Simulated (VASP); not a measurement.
# Ta12H3N13 in VASP: single point with PBE+D3(BJ)

Aim: the single point of Ta12H3N13 with PBE+D3(BJ).

Everything below comes from runs of VASP 6.6.1. Logs are shortened: lines on timing, memory, paths and dates and some standing lists are left out, and cuts for length are marked.

### Step 1. The cell of the first run

The cell holds a slab with vacuum, 28 atoms: a = 6.201 Å, b = 6.201 Å, c = 25.935 Å, α = 90.00°, β = 90.00°, γ = 120.00°.

### Step 2. Single point, PBE+D3(BJ)

File INCAR:

```
  PREC = Accurate
  ENCUT = 520
  EDIFF = 1E-6
  ISMEAR = 0
  SIGMA = 0.1
  LREAL = Auto
  LASPH = True
  NELM = 60
  ALGO = Normal
  ISIF = 2
  LWAVE = False
  LCHARG = False
  LDIPOL = True
  IDIPOL = 3
  DIPOL = 0.5 0.5 0.461
  GGA = PE
  IVDW = 12
  NBANDS = 120
```

File KPOINTS:

```
regular mesh
0
Gamma
  4 4 1
```

File POSCAR:

```
Ta12H3N13
1.0
    6.2014901195      0.0000000000      0.0000000000
   -3.1007450597      5.3706479848      0.0000000000
    0.0000000000      0.0000000000     25.9348693490
Ta N H
12 13 3
Direct
    0.1666666667      0.3333333333      0.3084650203
    0.1666666667      0.8333333333      0.3084650203
    0.6666666667      0.3333333333      0.3084650203
    0.6666666667      0.8333333333      0.3084650203
    0.5000000000      0.5000000000      0.4060844725
    0.5000000000      0.0000000000      0.4060844725
    0.0000000000      0.5000000000      0.4060844725
    0.0000000000      0.0000000000      0.4060844725
    0.8408552463      0.6593716670      0.5031349375
    0.8405918329      0.1811248243      0.5034437453
    0.3189524432      0.6595254868      0.5034927084
    0.3335700694      0.1665607347      0.5478533490
    0.3333333333      0.1666666667      0.3572747464
    0.3333333333      0.6666666667      0.3572747464
    0.8333333333      0.1666666667      0.3572747464
    0.8333333333      0.6666666667      0.3572747464
    0.6555155471      0.3274010695      0.4528901305
    0.6664950679      0.8334523685      0.4526985346
    0.1720269052      0.3280711703      0.4528955898
    0.1726758959      0.8444682124      0.4528876125
    0.0001621142      0.4998157073      0.5469244753
   -0.0220282957     -0.0111030515      0.5444582589
    0.5112506634      0.5222195875      0.5444521410
    0.5114203773     -0.0114021738      0.5445727872
    0.3356678745      0.1651766997      0.6328703815
    0.2419536264     -0.0146424137      0.6457598287
    0.5158190939      0.2499183495      0.6455715706
    0.2512969459      0.2591660525      0.6465830424
```

Potentials or basis: VASP PAW PBE potentials, release 64 (Ta_pv, N, H).

Launch:

```sh
$ cat potpaw_PBE.64/Ta_pv/POTCAR potpaw_PBE.64/N/POTCAR potpaw_PBE.64/H/POTCAR > POTCAR
$ mpirun -np 1 vasp_std > vasp.out
```

OUTCAR:

```text
PREC = Accurate
   ENCUT = 520
   EDIFF = 1E-6
   ISMEAR = 0
   LREAL = Auto
   LASPH = True
   NELM = 60
   ISIF = 2
   GGA = PE
   IVDW = 12
 IVDW          = 12

 ion  position               nearest neighbor table
   1  0.167  0.333  0.308-  13 2.19  14 2.19  15 2.19   8 3.10   5 3.10   7 3.10   2 3.10   2 3.10
                             3 3.10   3 3.10   4 3.10   4 3.10
   2  0.167  0.833  0.308-  14 2.19  13 2.19  16 2.19   7 3.10   6 3.10   8 3.10   1 3.10   1 3.10
                             4 3.10   4 3.10   3 3.10   3 3.10
   3  0.667  0.333  0.308-  15 2.19  16 2.19  13 2.19   6 3.10   7 3.10   5 3.10   4 3.10   4 3.10
                             1 3.10   1 3.10   2 3.10   2 3.10
   4  0.667  0.833  0.308-  16 2.19  15 2.19  14 2.19   5 3.10   8 3.10   6 3.10   3 3.10   3 3.10
                             2 3.10   2 3.10   1 3.10   1 3.10
   5  0.500  0.500  0.406-  19 2.14  17 2.14  18 2.16  13 2.19  16 2.19  14 2.19   4 3.10   1 3.10
                             3 3.10   6 3.10   6 3.10   7 3.10   7 3.10   8 3.10   8 3.10   9 3.11
   6  0.500  0.000  0.406-  20 2.14  17 2.14  18 2.16  14 2.19  15 2.19  13 2.19   3 3.10   2 3.10
                             4 3.10   5 3.10   5 3.10   8 3.10   8 3.10   7 3.10   7 3.10  10 3.12
   7  0.000  0.500  0.406-  15 2.19  14 2.19  16 2.19  19 2.21  20 2.21  17 2.21   9 3.04  10 3.05
                            11 3.05   2 3.10   3 3.10   1 3.10   8 3.10   8 3.10   5 3.10   5 3.10
   8  0.000  0.000  0.406-  19 2.14  20 2.14  18 2.16  16 2.19  13 2.19  15 2.19   1 3.10   4 3.10
                             2 3.10   7 3.10   7 3.10   6 3.10   6 3.10   5 3.10   5 3.10   9 3.11
   9  0.841  0.659  0.503-  21 2.05  22 2.08  23 2.08  20 2.21  17 2.21  18 2.28  11 2.96  10 2.97
[... 4 lines left out ...]
                             7 3.05   6 3.12   5 3.12  10 3.23   9 3.24  12 3.31  12 3.31
  12  0.334  0.167  0.548-  22 1.91  23 1.91  24 1.91  25 2.20  11 3.31  10 3.31  11 3.31  10 3.31
                             9 3.31   9 3.31
  13  0.333  0.167  0.357-   1 2.19   5 2.19   8 2.19   6 2.19   2 2.19   3 2.19
  14  0.333  0.667  0.357-   2 2.19   6 2.19   7 2.19   5 2.19   1 2.19   4 2.19
  15  0.833  0.167  0.357-   3 2.19   7 2.19   6 2.19   8 2.19   4 2.19   1 2.19
  16  0.833  0.667  0.357-   4 2.19   8 2.19   5 2.19   7 2.19   3 2.19   2 2.19
  17  0.656  0.327  0.453-   6 2.14   5 2.14   9 2.21   7 2.21  10 2.21
  18  0.666  0.833  0.453-   6 2.16   5 2.16   8 2.16   9 2.28  10 2.28  11 2.28
  19  0.172  0.328  0.453-   5 2.14   8 2.14   7 2.21  10 2.21  11 2.21
  20  0.173  0.844  0.453-   6 2.14   8 2.14   9 2.21   7 2.21  11 2.21
  21  0.000  0.500  0.547-  11 2.05  10 2.05   9 2.05
  22  0.978  0.989  0.544-  12 1.91  10 2.07   9 2.08
  23  0.511  0.522  0.544-  12 1.91  11 2.07   9 2.08
  24  0.511  0.989  0.545-  12 1.91  11 2.07  10 2.07
  25  0.336  0.165  0.633-  28 1.02  26 1.02  27 1.02  12 2.20
  26  0.242  0.985  0.646-  25 1.02
  27  0.516  0.250  0.646-  25 1.02
  28  0.251  0.259  0.647-  25 1.02

  LATTYP: Found a hexagonal cell.
 ALAT       =     6.2014901195
 C/A-ratio  =     4.1820383245

  Lattice vectors:

 A1 = (   6.2014901195,   0.0000000000,   0.0000000000)
 A2 = (  -3.1007450597,   5.3706479848,   0.0000000000)
 A3 = (   0.0000000000,   0.0000000000,  25.9348693490)

Analysis of symmetry for initial positions (statically):
=====================================================================
 Subroutine PRICEL returns:
 Original cell was already a primitive cell.

 Routine SETGRP: Setting up the symmetry group for a
 hexagonal supercell.

 Subroutine GETGRP returns: Found  1 space group operations
 (whereof  1 operations were pure point group operations)
 out of a pool of 24 trial point group operations.

The static configuration has the point symmetry C_1 .

Analysis of symmetry for dynamics (positions and initial velocities):
=====================================================================
 Subroutine PRICEL returns:
 Original cell was already a primitive cell.

 Routine SETGRP: Setting up the symmetry group for a
 hexagonal supercell.

 Subroutine GETGRP returns: Found  1 space group operations
 (whereof  1 operations were pure point group operations)
 out of a pool of 24 trial point group operations.

The dynamic configuration has the point symmetry C_1 .

 Subroutine INISYM returns: Found  1 space group operations
 (whereof  1 operations are pure point group operations),
 and found     1 'primitive' translations

----------------------------------------------------------------------------------------

[... 92 lines left out ...]
     0.000000000  0.000000000  0.000000000

 Subroutine IBZKPT returns following result:
 ===========================================

 Found     10 irreducible k-points:

 Following reciprocal coordinates:
            Coordinates               Weight
  0.000000  0.000000  0.000000      1.000000
  0.250000  0.000000  0.000000      2.000000
  0.000000  0.250000  0.000000      2.000000
 -0.250000  0.250000  0.000000      2.000000
  0.500000  0.000000  0.000000      1.000000
  0.000000  0.500000  0.000000      1.000000
  0.500000  0.500000  0.000000      1.000000
  0.250000  0.250000  0.000000      2.000000
 -0.250000  0.500000  0.000000      2.000000
  0.500000  0.250000  0.000000      2.000000
   k-points           NKPTS =     10   k-points in BZ     NKDIM =     10   number of bands    NBANDS=    120
   number of dos      NEDOS =    301   number of ions     NIONS =     28
   total plane-waves  NPLWV = 451584
   dimension x,y,z NGX =    48 NGY =   48 NGZ =  196
   dimension x,y,z NGXF=    96 NGYF=   96 NGZF=  392
   ions per type =              12  13   3
   NGX,Y,Z   is equivalent  to a cutoff of  12.87, 12.87, 12.56 a.u.
   NGXF,Y,Z  is equivalent  to a cutoff of  25.74, 25.74, 25.13 a.u.
 SYSTEM =  unknown system
   PREC   = accura    normal or accurate (medium, high low for compatibility)
   ISTART =      0    job   : 0-new  1-cont  2-samecut
   ICHARG =      2    charge: 1-file 2-atom 10-const
   ISPIN  =      1    spin polarized calculation?
   LNONCOLLINEAR =      F non collinear calculations
   LSORBIT =      F    spin-orbit coupling
   LASPH  =      T    aspherical Exc in radial PAW
   ENCUT  =  520.0 eV  38.22 Ry    6.18 a.u.  11.53 11.53 48.22*2*pi/ulx,y,z
   NELM   =     60;   NELMIN=  2; NELMDL= -5     # of ELM steps
   EDIFF  = 0.1E-05   stopping-criterion for ELM
   LREAL  =      T    real-space projection
   EDIFFG = 0.1E-04   stopping-criterion for IOM
   NSW    =      0    number of steps for IOM
   IBRION =     -1    ionic relax: 0-MD 1-quasi-New 2-CG
   NFREE  =      0    steps in history (QN), initial steepest desc. (CG)
   ISIF   =      2    stress and relaxation
   ISYM   =      2    0-nonsym 1-usesym 2-fastsym
   POTIM  = 0.5000    time-step for ionic-motion
   TEBEG  =    0.0;   TEEND  =   0.0 temperature during run
   PSTRESS=    0.0 pullay stress
   NELECT =     200.0000    total number of electrons
   NUPDOWN=      -1.0000    fix difference up-down
   EMIN   =  10.00;   EMAX   =-10.00  energy-range for DOS
   EFERMI =   0.00;   METHOD = LEGACY
   ISMEAR =     0;   SIGMA  =   0.10  broadening in eV -4-tet -1-fermi 0-gaus
   EFERMI_NEDOS =   21; number of points for ismear=-14 and -15
   IALGO  =     38    algorithm
   IMIX   =      4    mixing-type and parameters
     AMIX     =   0.40;   BMIX     =  1.00
     AMIX_MAG =   1.60;   BMIX_MAG =  1.00
  volume/ion in A,a.u.               =      30.85       208.18
  Fermi-wavevector in a.u.,A,eV,Ry     =   1.005270  1.899684 13.749599  1.010567
  Thomas-Fermi vector in A             =   2.137938
   LORBIT       =      0    0 simple, 1 ext, 2 COOP (PROOUT), +10 PAW based schemes
   GGA     = PE    functional components
   LHFCALC =     F    Hartree Fock is set to
   AEXX    =    0.0000 exact exchange contribution
   IVDW    =    12    specifies the selected vdW correction
   LEPSILON=     F    determine dielectric tensor
   LRPA    =     F    only Hartree local field effects (RPA)
 non-spin polarized calculation
 Gauss-broadening in eV      SIGMA  =   0.10
  energy-cutoff  :      520.00
  volume of cell :      863.79
 maximum number of plane-waves:     23312
 NGX is ok and might be reduce to    48
   NGX = 23   NGY = 23   NGZ = 97

 dipolmoment           0.000000      0.000000      0.429401 electrons x Angstroem

 number of electron     199.9999988 magnetization

 dipolmoment           0.000000      0.000000     -0.705680 electrons x Angstroem

 Free energy of the ion-electron system (eV)
  ---------------------------------------------------
  ext. energy  EPLUGINS =         0.00000000
  ---------------------------------------------------
  free energy    TOTEN  =      -275.02186015 eV

  energy without entropy =     -274.97172172  energy(sigma->0) =     -274.99679093

 E-fermi :   0.6231     XC(G=0):  -5.2096

 val. band max:        0.5982263007   @ k =  -0.2500   0.5000   0.0000
 cond. band min:       0.7208029143   @ k =   0.0000   0.0000   0.0000
 fundamental gap:      0.1225766136
 Fermi energy:         0.6231442716

 k-point     1 :       0.0000    0.0000    0.0000
  band No.  band energies     occupation
      1     -35.8583      2.00000
      2     -35.7992      2.00000
      3     -35.7982      2.00000
      4     -35.5685      2.00000
      5     -35.4866      2.00000
      6     -35.4194      2.00000
[... 1139 lines left out ...]
    111       2.1869      0.00000
    112       2.2716      0.00000
 [bands above 112 left out]

------------------------ aborting loop because EDIFF is reached ----------------------------------------

 vacuum level on the upper side and lower side of the slab       (xc-potential included)        -2.089         1.694

 Edisp (eV)   -7.92919

 E8    (eV) :    -3.7274

  FORCE on cell =-STRESS in cart. coord.  units (eV):
  Direction    XX          YY          ZZ          XY          YZ          ZX
  --------------------------------------------------------------------------------------
  -------------------------------------------------------------------------------------
  Total      -8.19517    -8.20681    -0.29105    -0.00430     0.02269    -0.05850
  in kB     -15.20063   -15.22223    -0.53986    -0.00797     0.04208    -0.10850
  external pressure =      -10.32 kB  Pullay stress =        0.00 kB

 VOLUME and BASIS-vectors are now :
 -----------------------------------------------------------------------------
  energy-cutoff  :      520.00
  volume of cell :      863.79
      direct lattice vectors                 reciprocal lattice vectors
     6.201490119  0.000000000  0.000000000     0.161251567  0.093098636  0.000000000
    -3.100745060  5.370647985  0.000000000     0.000000000  0.186197271  0.000000000
     0.000000000  0.000000000 25.934869349     0.000000000  0.000000000  0.038558128

 POSITION                                       TOTAL-FORCE (eV/Angst)
 -----------------------------------------------------------------------------------
      0.00000      1.79022      8.00000         0.064098     -0.036245      0.416479
     -1.55037      4.47554      8.00000         0.000241      0.067924      0.427801
      3.10075      1.79022      8.00000        -0.058059     -0.032956      0.427718
      1.55037      4.47554      8.00000         0.006874     -0.003152      0.517092
      1.55037      2.68532     10.53175         0.021095     -0.694910      0.236025
      3.10075      0.00000     10.53175        -0.618673      0.357663      0.222143
[... 20 lines left out ...]
      2.42391      1.34222     16.74281         0.009015      0.001063     -0.010798
      0.75481      1.39189     16.76905        -0.017252      0.008914     -0.014200
 -----------------------------------------------------------------------------------
    total drift:                                0.002484     -0.002360     -0.008308

  FREE ENERGIE OF THE ION-ELECTRON SYSTEM (eV)
  ---------------------------------------------------
  free  energy   TOTEN  =      -282.9510489605 eV

  energy  without entropy=     -282.9009105347  energy(sigma->0) =     -282.92597975

 vacuum level on the upper side and lower side of the slab         1.614         5.477
```

Wall time 38 min (1 thread of AMD EPYC 9R45 (Zen 5), shared host); peak memory 1.2 GiB.

What came out:

```
Free energy                : -282.9510 eV
Largest force              : 0.802 eV/Å
Band gap on the k mesh     : zero (bands 100 and 101 overlap by 0.35 eV)
Dispersion energy per atom : -0.283 eV
```

Forces on the atoms (eV/Å):
```
Ta   0.064 -0.036  0.416
Ta   0.000  0.068  0.428
Ta  -0.058 -0.033  0.428
Ta   0.007 -0.003  0.517
Ta   0.021 -0.695  0.236
Ta  -0.619  0.358  0.222
Ta  -0.025  0.012  0.230
Ta   0.612  0.329  0.238
Ta  -0.019  0.006  0.013
Ta   0.010 -0.018 -0.008
Ta   0.020 -0.004 -0.012
Ta  -0.012  0.012  0.039
N    0.001  0.001 -0.658
N    0.185  0.109 -0.758
N   -0.003 -0.214 -0.759
N   -0.185  0.106 -0.773
N   -0.007 -0.003  0.001
N    0.001  0.000  0.002
N    0.009 -0.004 -0.004
N   -0.001  0.009 -0.001
N   -0.006  0.004  0.082
N   -0.078 -0.045  0.038
N    0.003  0.084  0.040
N    0.081 -0.044  0.038
N    0.001  0.014  0.038
H    0.005 -0.022 -0.008
H    0.009  0.001 -0.011
H   -0.017  0.009 -0.014
```

Caveat: spin-orbit coupling is left out, which moves the levels of the heavy elements.

The gap in the log of VASP goes by the Fermi energy; the results here count the filled bands.